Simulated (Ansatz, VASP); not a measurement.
## MnO2: VASP beside Ansatz

File POSCAR:

```
MnO2
1.0
    2.8565781804      0.0000000000      0.0000000000
   -1.4282890902      2.4738692722      0.0000000000
    0.0000000000      0.0000000000      4.6013740589
Mn O
1 2
Direct
    0.0000000000      0.0000000000      0.5000000000
    0.6666666700      0.3333333300      0.2937074300
    0.3333333300      0.6666666700      0.7062925700
```

Contents of INCAR.step1:

```
SYSTEM = MnO2
PREC     = Accurate       ! precision mode
ENCUT    = 520            ! plane-wave cutoff, eV
ISMEAR   = 0              ! smearing method
SIGMA    = 0.05           ! smearing width, eV
LREAL    = .False.        ! projectors in reciprocal space
LASPH    = .True.         ! aspherical terms in the spheres
NELM     = 150            ! most SCF steps
ISPIN    = 2              ! spin polarisation
MAGMOM   = 2.49 0.05 0.05 ! initial moments
LMAXMIX  = 4              ! l up to which the mixer works
NBANDS   = 24             ! bands
GGA      = PE             ! functional
ALGO     = Normal         ! electronic algorithm
EDIFF    = 1E-4           ! SCF threshold, eV
LWAVE    = .True.         ! write WAVECAR
LCHARG   = .False.        ! write CHGCAR
```

The input INCAR.step2:

```
SYSTEM = MnO2
PREC     = Accurate       ! precision mode
ENCUT    = 520            ! plane-wave cutoff, eV
EDIFF    = 1E-6           ! SCF threshold, eV
ISMEAR   = 0              ! smearing method
SIGMA    = 0.05           ! smearing width, eV
LREAL    = .False.        ! projectors in reciprocal space
LASPH    = .True.         ! aspherical terms in the spheres
NELM     = 150            ! most SCF steps
ALGO     = Normal         ! electronic algorithm
ISIF     = 2              ! what is computed and relaxed
LWAVE    = .False.        ! write WAVECAR
LCHARG   = .False.        ! write CHGCAR
ISPIN    = 2              ! spin polarisation
MAGMOM   = 2.49 0.05 0.05 ! initial moments
LORBIT   = 11             ! projections on sites
LMAXMIX  = 4              ! l up to which the mixer works
METAGGA  = R2SCAN         ! meta-GGA
LMIXTAU  = .True.       
NBANDS   = 24             ! bands
ISTART   = 1
```

File KPOINTS:

```
regular mesh
0
Gamma
  12 12 6
  0 0 0
```

Input for Ansatz:

```yaml
crystal:
  lattice:
    - [2.8565781804, 0.0, 0.0]
    - [-1.4282890902, 2.4738692722, 0.0]
    - [0.0, 0.0, 4.6013740589]
  atoms:
    - { symbol: Mn, position: [0.0, 0.0, 0.5], spin: 2.49 }
    - { symbol: O, position: [0.66666667, 0.33333333, 0.29370743], spin: 0.05 }
    - { symbol: O, position: [0.33333333, 0.66666667, 0.70629257], spin: 0.05 }
magnetization:
  spin_polarized: true
basis:
  ecutwfc: 500
  fft_grid_basis: typed
kpoints:
  mp_grid: { grid: [12, 12, 6] }
hamiltonian:
  xc: r2scan
scf:
  occupations: { method: gaussian, width: 0.05 }
output:
  forces: true
  stress: true
  eigenvalues: true
  bader: true
  write_density: true
  volumetric_format: npy
  populations: true
```

Alike in both runs: task single point; functional r2SCAN; k mesh 12 × 12 × 6; occupations gaussian, width 0.05 eV; collinear spin.

```csv
,VASP,Ansatz
version,VASP 6.6.1,Ansatz 0.2.0
potentials or method,"VASP PAW PBE potentials, release 64 (Mn_pv, O), cutoff 520 eV","scalar-relativistic, plane waves, PAW"
valence electrons in the cell,25,27
```

|  | VASP | Ansatz | Ansatz less VASP |
| --- | --- | --- | --- |
| gap on the k mesh at the Fermi level (eV) | 1.88 | 1.91 | +0.030 |
| pressure (GPa) | 0.3 | -0.7 | -1.05 |
| traceless stress, the component that is largest in VASP (GPa) | -0.16 | 0.41 | +0.575 |
| rms of the force components (eV/Å) | 0.002 | 0.038 | +0.0354 |
| net moment per atom (μB) | 1.00 | 1.00 | 0.000 |
| size of the moment on the site where the two differ most (μB) | 2.93 | 2.59 | -0.344 |

VASP's potentials were made for PBE, not for r2SCAN. Site moments also hang on the region over which each program counts them. Atom by atom the forces differ by 0.040 eV/Å (rms over components). VASP's potentials hold 25 valence electrons a cell and Ansatz's 27, so a difference there can come from the potentials and not from the codes. Ansatz's warnings: stability check not made.
